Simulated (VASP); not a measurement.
# Cs3Pb4Cl12 (a cell with a defect) in VASP: single point with PBEsol

Aim: the single point of Cs3Pb4Cl12 (a cell with a defect) with PBEsol.

Everything below comes from runs of VASP 6.6.1. Logs are shortened: lines on timing, memory, paths and dates and some standing lists are left out, and cuts for length are marked.

### 1 The cell of the first run

The cell holds a defect, 19 atoms: a = 11.249 Å, b = 9.852 Å, c = 9.852 Å, α = 69.63°, β = 55.19°, γ = 55.19°.

### 2 Single point, PBEsol

Input file INCAR:

```
ALGO = Normal
EDIFF = 1E-7
ENCUT = 520
GGA = PS
ISIF = 2
ISMEAR = -1
LASPH = T
LCHARG = T
LELF = T
LREAL = Auto
LVHAR = T
LWAVE = F
NBANDS = 98
NELM = 100
PREC = Accurate
SIGMA = 0.05
```

Input file KPOINTS:

```
k-points
0
Gamma
  1 1 1
```

Input file POSCAR:

```
Cs3Pb4Cl12
1.0
    0.0000000000      0.0000000000     11.2485930000
    5.8128320000     -5.6247600000      5.6242970000
    5.8128320000      5.6247600000      5.6242970000
Cs Pb Cl
3 4 12
Direct
    0.2667837800      0.2562946012      0.2478142394
    0.7529289507      0.2502987658      0.2514188136
    0.7639118826      0.7493349068      0.7449969439
    0.2578047757      0.7509851323      0.2495770722
    0.2508119570      0.2593253241      0.7494084566
    0.7601158618      0.2479242701      0.7520702248
    0.7460171917      0.7556075466      0.2508037861
    0.4923184817      0.3096198658      0.6949163052
   -0.0085680376      0.5161712944      0.9977207294
    0.0071204554      1.0109857170      0.4990527634
    0.7145784804     -0.0123304437     -0.0072813394
    0.2942238679      0.0069073883      0.0132721043
    0.4613068478      0.6775146175      0.3315976362
    0.0036007257      0.8100130151      0.1850441275
    0.4906012824      0.0013479246      0.5119474880
    0.5037046518      0.5085962441     -0.0069990880
    0.1993289945      0.4829177464      0.5183325908
    0.8059503563      0.5158493960      0.4898393973
   -0.0209490705      0.1822490684      0.8263298825
```

Potentials or basis: VASP PAW PBE potentials, release 64 (Cs_sv, Pb_d, Cl).

Launch:

```sh
> cat potpaw_PBE.64/Cs_sv/POTCAR potpaw_PBE.64/Pb_d/POTCAR potpaw_PBE.64/Cl/POTCAR > POTCAR
> mpirun -np 1 vasp_gam > vasp.out
```

OUTCAR:

```text
EDIFF = 1E-7
   ENCUT = 520
   GGA = PS
   ISIF = 2
   ISMEAR = -1
   LASPH = T
   LREAL = Auto
   NELM = 100
   PREC = Accurate

 ion  position               nearest neighbor table
   1  0.267  0.256  0.248-
   2  0.753  0.250  0.251-
   3  0.764  0.749  0.745-
   4  0.258  0.751  0.250-  13 2.50  12 2.82  16 2.90  10 2.96  14 2.97  17 3.09
   5  0.251  0.259  0.749-  17 2.63   8 2.76  15 2.88   9 2.94  12 2.96  19 3.18
   6  0.760  0.248  0.752-  19 2.63  10 2.85  11 2.89  16 2.92  18 3.03   8 3.06
   7  0.746  0.756  0.251-  18 2.78  11 2.81   9 2.86  14 2.91  15 2.95  13 3.31
   8  0.492  0.310  0.695-   5 2.76   6 3.06
   9  0.991  0.516  0.998-   7 2.86   5 2.94
  10  0.007  0.011  0.499-   6 2.85   4 2.96
  11  0.715  0.988  0.993-   7 2.81   6 2.89
  12  0.294  0.007  0.013-   4 2.82   5 2.96
  13  0.461  0.678  0.332-   4 2.50   7 3.31
  14  0.004  0.810  0.185-   7 2.91   4 2.97
  15  0.491  0.001  0.512-   5 2.88   7 2.95
  16  0.504  0.509  0.993-   4 2.90   6 2.92
  17  0.199  0.483  0.518-   5 2.63   4 3.09
  18  0.806  0.516  0.490-   7 2.78   6 3.03
  19  0.979  0.182  0.826-   6 2.63   5 3.18

  LATTYP: Found a body centered orthorhombic cell.
 ALAT       =    11.2485930000
 B/A-ratio  =     1.0000824103
 C/A-ratio  =     1.0335216147

  Lattice vectors:

 A1 = (  -5.8128320000,   5.6247600000,  -5.6242970000)
 A2 = (  -5.8128320000,  -5.6247600000,   5.6242960000)
 A3 = (   5.8128320000,   5.6247600000,   5.6242970000)

Analysis of symmetry for initial positions (statically):
=====================================================================
 Subroutine PRICEL returns:
 Original cell was already a primitive cell.

 Routine SETGRP: Setting up the symmetry group for a
 body centered orthorhombic supercell.

 Subroutine GETGRP returns: Found  1 space group operations
 (whereof  1 operations were pure point group operations)
 out of a pool of  8 trial point group operations.

The static configuration has the point symmetry C_1 .

Analysis of symmetry for dynamics (positions and initial velocities):
=====================================================================
 Subroutine PRICEL returns:
 Original cell was already a primitive cell.

 Routine SETGRP: Setting up the symmetry group for a
 body centered orthorhombic supercell.

[... 114 lines left out ...]
   EDIFF  = 0.1E-06   stopping-criterion for ELM
   LREAL  =      T    real-space projection
   EDIFFG = 0.1E-05   stopping-criterion for IOM
   NSW    =      0    number of steps for IOM
   IBRION =     -1    ionic relax: 0-MD 1-quasi-New 2-CG
   NFREE  =      0    steps in history (QN), initial steepest desc. (CG)
   ISIF   =      2    stress and relaxation
   ISYM   =      2    0-nonsym 1-usesym 2-fastsym
   POTIM  = 0.5000    time-step for ionic-motion
   TEBEG  =    0.0;   TEEND  =   0.0 temperature during run
   PSTRESS=    0.0 pullay stress
   NELECT =     167.0000    total number of electrons
   NUPDOWN=      -1.0000    fix difference up-down
   EMIN   =  10.00;   EMAX   =-10.00  energy-range for DOS
   EFERMI =   0.00;   METHOD = LEGACY
   ISMEAR =    -1;   SIGMA  =   0.05  broadening in eV -4-tet -1-fermi 0-gaus
   EFERMI_NEDOS =   21; number of points for ismear=-14 and -15
   IALGO  =     38    algorithm
   IMIX   =      4    mixing-type and parameters
     AMIX     =   0.40;   BMIX     =  1.00
     AMIX_MAG =   1.60;   BMIX_MAG =  1.00
  volume/ion in A,a.u.               =      38.71       261.25
  Fermi-wavevector in a.u.,A,eV,Ry     =   0.998712  1.887292 13.570804  0.997426
  Thomas-Fermi vector in A             =   2.130954
   LORBIT       =      0    0 simple, 1 ext, 2 COOP (PROOUT), +10 PAW based schemes
   GGA     = PS    functional components
   LHFCALC =     F    Hartree Fock is set to
   AEXX    =    0.0000 exact exchange contribution
   IVDW    =     0    specifies the selected vdW correction
   LEPSILON=     F    determine dielectric tensor
   LRPA    =     F    only Hartree local field effects (RPA)
 non-spin polarized calculation
  energy-cutoff  :      520.00
  volume of cell :      735.56
 maximum number of plane-waves:      9883
 NGX is ok and might be reduce to    84
   NGX = 41   NGY = 37   NGZ = 37

 number of electron     167.0000000 magnetization

 Free energy of the ion-electron system (eV)
  ---------------------------------------------------
  ext. energy  EPLUGINS =         0.00000000
  ---------------------------------------------------
  free energy    TOTEN  =       -66.04905568 eV

  energy without entropy =      -65.92649863  energy(sigma->0) =      -65.98777716

 E-fermi :  -0.3310     XC(G=0):  -7.4290

 val. band max:       -0.3700494480   @ k =   0.0000   0.0000   0.0000
 cond. band min:       2.8384444594   @ k =   0.0000   0.0000   0.0000
 fundamental gap:      3.2084939074
 Fermi energy:        -0.3310026078

 k-point     1 :       0.0000    0.0000    0.0000
  band No.  band energies     occupation
      1     -20.3440      2.00000
      2     -20.3009      2.00000
      3     -20.1860      2.00000
      4     -16.4651      2.00000
      5     -16.3790      2.00000
      6     -16.3225      2.00000
[... 87 lines left out ...]
     94       5.4888      0.00000
     95       5.5838      0.00000
 [bands above 95 left out]

------------------------ aborting loop because EDIFF is reached ----------------------------------------

  FORCE on cell =-STRESS in cart. coord.  units (eV):
  Direction    XX          YY          ZZ          XY          YZ          ZX
  --------------------------------------------------------------------------------------
  -------------------------------------------------------------------------------------
  Total       -6.3079127     -2.9477124     -3.4796591      0.0536603      1.6951161      0.1501115
  in kB      -13.7396696     -6.4206016     -7.5792689      0.1168810      3.6922411      0.3269675
  external PRESSURE =      -9.2465134 kB  Pullay stress =       0.0000000 kB

 VOLUME and BASIS-vectors are now :
 -----------------------------------------------------------------------------
  energy-cutoff  :      520.00
  volume of cell :      735.56
      direct lattice vectors                 reciprocal lattice vectors
     0.000000000  0.000000000 11.248593000    -0.086016600  0.000000000  0.088900007
     5.812832000 -5.624760000  5.624297000     0.086016592 -0.088892682  0.000000000
     5.812832000  5.624760000  5.624297000     0.086016592  0.088892682  0.000000000

 POSITION                                       TOTAL-FORCE (eV/Angst)
 -----------------------------------------------------------------------------------
      2.93030     -0.04770      5.83620        -0.014218     -0.030951     -0.107585
      2.91640      0.00630     11.29120        -0.026519      0.073458      0.022537
      8.68630     -0.02440     16.99750         0.025445     -0.030988     -0.066618
      5.81610     -2.82030      8.52740        -0.022555     -0.558221     -0.839607
      5.86360      2.75660      8.49470        -0.063004      0.321122      0.333708
      5.81280      2.83570     14.17450        -0.032465     -0.040599     -0.140892
[... 11 lines left out ...]
      5.84590     -0.14630     14.72210        -0.110065      0.263542      0.265753
      5.86270      3.62280     16.68549         0.115080     -0.027977      0.263802
 -----------------------------------------------------------------------------------
    total drift:                                0.009135      0.004768     -0.006068

  FREE ENERGIE OF THE ION-ELECTRON SYSTEM (eV)
  ---------------------------------------------------
  free  energy   TOTEN  =       -66.0490556805 eV

  energy  without entropy=      -65.9264986341  energy(sigma->0) =      -65.98777716
```

OSZICAR:

```text
N       E                     dE             d eps       ncg     rms          rms(c)
DAV:   1     0.221489830310E+04    0.22149E+04   -0.78842E+04   196   0.165E+03
DAV:   2     0.338804294408E+03   -0.18761E+04   -0.18207E+04   268   0.404E+02
DAV:   3    -0.366376444106E+02   -0.37544E+03   -0.36936E+03   262   0.203E+02
[... 11 lines left out ...]
DAV:  15    -0.660490610326E+02   -0.34909E-05   -0.34485E-05   224   0.214E-02    0.101E-02
DAV:  16    -0.660490577808E+02    0.32519E-05   -0.11898E-05   240   0.107E-02    0.478E-03
DAV:  17    -0.660490563026E+02    0.14781E-05   -0.24934E-06   272   0.691E-03    0.280E-03
DAV:  18    -0.660490556522E+02    0.65047E-06   -0.68556E-07   184   0.310E-03    0.126E-03
DAV:  19    -0.660490556805E+02   -0.28307E-07   -0.18477E-07   144   0.203E-03
   1 F= -.66049056E+02 E0= -.65987777E+02  d E =-.122557E+00
```

stdout:

```text
POSCAR found type information on POSCAR CsPbCl
 POSCAR found :  3 types and      19 ions
 scaLAPACK will be used
 -----------------------------------------------------------------------------
|                                                                             |
|                                                                             |
|     You enforced a specific xc type in the INCAR file but a different       |
|     I HOPE YOU KNOW WHAT YOU ARE DOING!                                     |
|                                                                             |
 -----------------------------------------------------------------------------

 LDA part: xc-table for (Slater+PW92), standard interpolation
 POSCAR, INCAR and KPOINTS ok, starting setup
 FFT: planning ... GRIDC
 FFT: planning ... GRID_SOFT
 FFT: planning ... GRID
 WAVECAR not read
 entering main loop
```

Run time: 9.4 min. Hardware: 1 thread of AMD EPYC 7R13, shared host; peak memory 0.94 GiB.

What came out:

* Free energy: -66.0491 eV
* Pressure: -0.9 GPa
* Largest force: 1.032 eV/Å

Forces in eV/Å, atoms in the order of the input:
```
Cs  -0.014 -0.031 -0.108
Cs  -0.027  0.073  0.023
Cs   0.025 -0.031 -0.067
Pb  -0.023 -0.558 -0.840
Pb  -0.063  0.321  0.334
Pb  -0.032 -0.041 -0.141
Pb  -0.028  0.043  0.475
Cl  -0.136  0.097 -0.265
Cl  -0.035  0.119 -0.177
Cl  -0.084 -0.127 -0.145
Cl   0.109 -0.343 -0.257
Cl   0.058  0.318  0.180
Cl  -0.089  0.256  0.996
Cl   0.178  0.183 -0.445
Cl   0.065 -0.187  0.097
Cl   0.159  0.158  0.103
Cl  -0.068 -0.486 -0.293
Cl  -0.110  0.264  0.266
Cl   0.115 -0.028  0.264
```

Levels at points of the mesh, in eV from the Fermi level:
```
           k point  band 82  band 83  band 84  band 85  band 86  band 87
(0.00, 0.00, 0.00)    -0.14    -0.10    -0.04     3.17     3.22     3.24
```

Caveat: the k points lie up to 0.78 Å⁻¹ apart; the PAW data sets were made with another functional, which shifts forces and pressure a little; spin-orbit coupling is left out, which moves the levels of the heavy elements; an odd number of electrons without spin polarisation forces a metal; a magnetic or distorted state may lie lower.
